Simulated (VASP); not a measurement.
The system is MgO.

```
Mg O
1.0
     2.96953    0.00000    0.00000
    -1.48477    2.57169    0.00000
     0.00000    0.00000    5.09210
Mg O
2 2
Direct
  0.00000 0.00000 0.00000
  0.00000 0.00000 0.50000
  0.33333 0.66667 0.25000
  0.66667 0.33333 0.75000
```

This cell differs from its parent crystal: biaxial xy strain +1.6%.

Base run:

| Quantity | Value |
| --- | --- |
| Program | VASP 6.6.1 |
| Functional | r2SCAN |
| Potentials or basis | VASP PAW PBE potentials, release 64 (Mg, O) |
| Cutoff | 520 eV |
| k mesh | 12 × 12 × 6 |
| Occupations | gaussian, width 0.01 eV |
| Spin | no spin polarisation |

Its results: band gap on the k mesh 5.09 eV, direct; pressure -5.7 GPa.

Q: The run is repeated on the same cell with these changes: functional from r2SCAN to PBE; occupations from gaussian, width 0.01 eV to fermi-dirac, width 0.02 eV. What comes out?

A: Band gap on the k mesh 4.24 eV, direct; pressure 0.2 GPa.

Caveats: the PAW data sets were made with another functional, which shifts forces and pressure a little (some runs).

A k mesh can miss the band edges.
